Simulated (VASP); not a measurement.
# HfS2 in VASP: relaxation of the atoms with PBE

Aim: the relaxation of the atoms of HfS2 with PBE.

Everything below comes from runs of VASP 6.6.1. Logs are shortened: lines on timing, memory, paths and dates and some standing lists are left out, and cuts for length are marked.

**1. The cell of the first run**

The cell holds a slab with vacuum, 6 atoms: a = 3.651 Å, b = 3.651 Å, c = 24.751 Å, α = 90.00°, β = 90.00°, γ = 120.00°.

**2. Relaxation of the atoms, PBE**

Contents of INCAR:

```
SYSTEM = HfS2
ALGO = Normal
DIPOL = 0.5 0.5 0.500
EDIFF = 1E-7
EDIFFG = -0.02
ENCUT = 450
GGA = PE
GGA_COMPAT = .FALSE.
IBRION = 2
IDIPOL = 3
ISIF = 2
ISMEAR = 0
LASPH = .TRUE.
LCHARG = .FALSE.
LDIPOL = .TRUE.
LREAL = .FALSE.
LWAVE = .FALSE.
NELM = 120
NELMDL = -8
NELMIN = 4
NSW = 80
PREC = Accurate
SIGMA = 0.05
```

Contents of KPOINTS:

```
k-points
0
G
  9 9 1
  0 0 0
```

Contents of POSCAR:

```
HfS2
1.0
    3.6514120884      0.0000000000      0.0000000000
   -1.8257060442      3.1622156282      0.0000000000
    0.0000000000      0.0000000000     24.7509639117
S Hf
4 2
Direct
    0.6666666667      0.3333333333      0.3030185017
    0.3333333333      0.6666666667      0.4199280800
    0.6666666667      0.3333333333      0.5800719200
    0.3333333333      0.6666666667      0.6969814983
    0.0000000000      0.0000000000      0.3614732908
    0.0000000000      0.0000000000      0.6385267092
```

Potentials or basis: VASP PAW PBE potentials, release 64 (S, Hf_pv).

The run is started by

```
> cat potpaw_PBE.64/S/POTCAR potpaw_PBE.64/Hf_pv/POTCAR > POTCAR
> mpirun -np 1 vasp_std > vasp.out
```

OUTCAR:

```text
SYSTEM = HfS2
   EDIFF = 1E-7
   EDIFFG = -0.02
   ENCUT = 450
   GGA = PE
   IBRION = 2
   ISIF = 2
   ISMEAR = 0
   LASPH = .TRUE.
   LREAL = .FALSE.
   NELM = 120
   NELMDL = -8
   NELMIN = 4
   NSW = 80
   PREC = Accurate

 ion  position               nearest neighbor table
   1  0.667  0.333  0.303-   5 2.56   5 2.56   5 2.56
   2  0.333  0.667  0.420-   5 2.56   5 2.56   5 2.56
   3  0.667  0.333  0.580-   6 2.56   6 2.56   6 2.56
   4  0.333  0.667  0.697-   6 2.56   6 2.56   6 2.56
   5  0.000  0.000  0.361-   1 2.56   1 2.56   1 2.56   2 2.56   2 2.56   2 2.56
   6  0.000  0.000  0.639-   4 2.56   4 2.56   4 2.56   3 2.56   3 2.56   3 2.56

  LATTYP: Found a hexagonal cell.
 ALAT       =     3.6514120884
 C/A-ratio  =     6.7784635950

  Lattice vectors:

 A1 = (   3.6514120884,   0.0000000000,   0.0000000000)
 A2 = (  -1.8257060442,   3.1622156282,   0.0000000000)
 A3 = (   0.0000000000,   0.0000000000,  24.7509639117)

Analysis of symmetry for initial positions (statically):
=====================================================================
 Subroutine PRICEL returns:
 Original cell was already a primitive cell.

 Routine SETGRP: Setting up the symmetry group for a
 hexagonal supercell.

 Subroutine GETGRP returns: Found 12 space group operations
 (whereof 12 operations were pure point group operations)
 out of a pool of 24 trial point group operations.

The static configuration has the point symmetry D_3d.

Analysis of symmetry for dynamics (positions and initial velocities):
=====================================================================
 Subroutine PRICEL returns:
 Original cell was already a primitive cell.

 Routine SETGRP: Setting up the symmetry group for a
 hexagonal supercell.

 Subroutine GETGRP returns: Found 12 space group operations
 (whereof 12 operations were pure point group operations)
 out of a pool of 24 trial point group operations.

The dynamic configuration has the point symmetry D_3d.

 Subroutine INISYM returns: Found 12 space group operations
 (whereof 12 operations are pure point group operations),
 and found     1 'primitive' translations

----------------------------------------------------------------------------------------

                                     Primitive cell

  volume of cell :     285.7883

  direct lattice vectors                    reciprocal lattice vectors
[... 98 lines left out ...]
   EFERMI_NEDOS =   21; number of points for ismear=-14 and -15
   IALGO  =     38    algorithm
   IMIX   =      4    mixing-type and parameters
     AMIX     =   0.40;   BMIX     =  1.00
     AMIX_MAG =   1.60;   BMIX_MAG =  1.00
  volume/ion in A,a.u.               =      47.63       321.43
  Fermi-wavevector in a.u.,A,eV,Ry     =   0.877427  1.658096 10.474824  0.769878
  Thomas-Fermi vector in A             =   1.997374
   LORBIT       =      0    0 simple, 1 ext, 2 COOP (PROOUT), +10 PAW based schemes
   GGA     = PE    functional components
   LHFCALC =     F    Hartree Fock is set to
   AEXX    =    0.0000 exact exchange contribution
   IVDW    =     0    specifies the selected vdW correction
   LEPSILON=     F    determine dielectric tensor
   LRPA    =     F    only Hartree local field effects (RPA)
 conjugate gradient relaxation of ions
 non-spin polarized calculation
 Gauss-broadening in eV      SIGMA  =   0.05
  energy-cutoff  :      450.00
  volume of cell :      285.79
 maximum number of plane-waves:      6217
 NGX is ok and might be reduce to    28
   NGX = 13   NGY = 13   NGZ = 85

--------------------------------------- Ionic step        1  -------------------------------------------

 number of electron      43.9999997 magnetization

 dipolmoment           0.000000      0.000000     -0.000000 electrons x Angstroem

 Free energy of the ion-electron system (eV)
  ---------------------------------------------------
  ext. energy  EPLUGINS =         0.00000000
  ---------------------------------------------------
  free energy    TOTEN  =       -45.85253514 eV

  energy without entropy =      -45.85253514  energy(sigma->0) =      -45.85253514

------------------------ aborting loop because EDIFF is reached ----------------------------------------

  FORCE on cell =-STRESS in cart. coord.  units (eV):
  Direction    XX          YY          ZZ          XY          YZ          ZX
  --------------------------------------------------------------------------------------
  -------------------------------------------------------------------------------------
  Total       -0.5319821     -0.5319821     -0.4466876      0.0000000     -0.0000000      0.0000000
  in kB       -2.9823814     -2.9823814     -2.5042060      0.0000000     -0.0000000      0.0000000
  external PRESSURE =      -2.8229896 kB  Pullay stress =       0.0000000 kB
[... 67 lines left out ...]
--------------------------------------- Ionic step        3  -------------------------------------------

 number of electron      43.9999998 magnetization

 dipolmoment           0.000000      0.000000      0.000000 electrons x Angstroem

 Free energy of the ion-electron system (eV)
  ---------------------------------------------------
  ext. energy  EPLUGINS =         0.00000000
  ---------------------------------------------------
  free energy    TOTEN  =       -45.85332767 eV

  energy without entropy =      -45.85332767  energy(sigma->0) =      -45.85332767

 E-fermi :  -1.6818     XC(G=0):  -5.0353

 val. band max:       -1.9287910758   @ k =   0.0000   0.0000   0.0000
 cond. band min:      -0.6022087991   @ k =   0.4444  -0.0000   0.0000
 fundamental gap:      1.3265822767
 Fermi energy:        -1.6817646229

 k-point     1 :       0.0000    0.0000    0.0000
  band No.  band energies     occupation
      1     -32.5975      2.00000
      2     -32.5975      2.00000
      3     -32.4876      2.00000
      4     -32.4876      2.00000
      5     -32.4876      2.00000
      6     -32.4876      2.00000
[... 337 lines left out ...]
     25       1.6834      0.00000
     26       1.6839      0.00000

------------------------ aborting loop because EDIFF is reached ----------------------------------------

 vacuum level on the upper side and lower side of the slab       (xc-potential included)        -0.008        -0.008

  FORCE on cell =-STRESS in cart. coord.  units (eV):
  Direction    XX          YY          ZZ          XY          YZ          ZX
  --------------------------------------------------------------------------------------
  -------------------------------------------------------------------------------------
  Total       -0.3203462     -0.3203462     -0.0810169      0.0000000      0.0000000      0.0000000
  in kB       -1.7959146     -1.7959146     -0.4541946      0.0000000      0.0000000      0.0000000
  external PRESSURE =      -1.3486746 kB  Pullay stress =       0.0000000 kB
[... 21 lines left out ...]
  FREE ENERGIE OF THE ION-ELECTRON SYSTEM (eV)
  ---------------------------------------------------
  free  energy   TOTEN  =       -45.8533276658 eV

  energy  without entropy=      -45.8533276658  energy(sigma->0) =      -45.85332767

 reached required accuracy - stopping structural energy minimisation

 vacuum level on the upper side and lower side of the slab         4.474         4.474
```

CONTCAR:

```text
HfS2
   1.00000000000000
     3.6514120883999999    0.0000000000000000    0.0000000000000000
    -1.8257060441999999    3.1622156281999998    0.0000000000000000
     0.0000000000000000    0.0000000000000000   24.7509639117000013
  S               Hf
     4     2
Direct
     0.6666666667000030    0.3333333332999970    0.3032395765186698
     0.3333333332999970    0.6666666667000030    0.4197088429321970
     0.6666666667000030    0.3333333332999970    0.5802911570678031
     0.3333333332999970    0.6666666667000030    0.6967604234813302
     0.0000000000000000    0.0000000000000000    0.3614714055647982
     0.0000000000000000    0.0000000000000000    0.6385285944352018

  0.00000000E+00  0.00000000E+00  0.00000000E+00
  0.00000000E+00  0.00000000E+00  0.00000000E+00
  0.00000000E+00  0.00000000E+00  0.00000000E+00
  0.00000000E+00  0.00000000E+00  0.00000000E+00
  0.00000000E+00  0.00000000E+00  0.00000000E+00
  0.00000000E+00  0.00000000E+00  0.00000000E+00
```

Run time: 7 min. Hardware: 1 thread of AMD EPYC 7R43 (Zen 3), shared host; peak memory 0.35 GiB.

What came out:

* Free energy: -45.8533 eV
* Energy gained by relaxing: 0.1 meV/atom
* Ionic steps: 3
* Largest force after relaxing: 0.004 eV/Å
* Band gap on the k mesh: 1.33 eV (least direct gap 2.09 eV)

Forces in eV/Å, atoms in the order of the input:
```
S    0.000  0.000  0.004
S    0.000  0.000 -0.004
S    0.000  0.000  0.004
S    0.000  0.000 -0.004
Hf   0.000  0.000  0.001
Hf   0.000  0.000 -0.001
```

The path:
```
step  energy change (eV)  largest force (eV/Å)  pressure (GPa)
   1              0.0000                0.0679           -0.28
   2             -0.0006                0.0295           -0.19
   3             -0.0008                0.0042           -0.13
```

Final structure:
```xyz
6
Lattice="3.6514 0.0000 0.0000 -1.8257 3.1622 0.0000 0.0000 0.0000 24.7510" Properties=species:S:1:pos:R:3 pbc="T T T"
S     1.8257    1.0541    7.5055
S     0.0000    2.1081   10.3882
S     1.8257    1.0541   14.3628
S     0.0000    2.1081   17.2455
Hf    0.0000    0.0000    8.9468
Hf    0.0000    0.0000   15.8042
```

Levels at points of the mesh, in eV from the valence-band top:
```
           k point  band 20  band 21  band 22  band 23  band 24  band 25
(0.00, 0.00, 0.00)    -0.01     0.00     0.00     2.09     2.09     2.09
```

Caveat: spin-orbit coupling is left out, which moves the levels of the heavy elements.
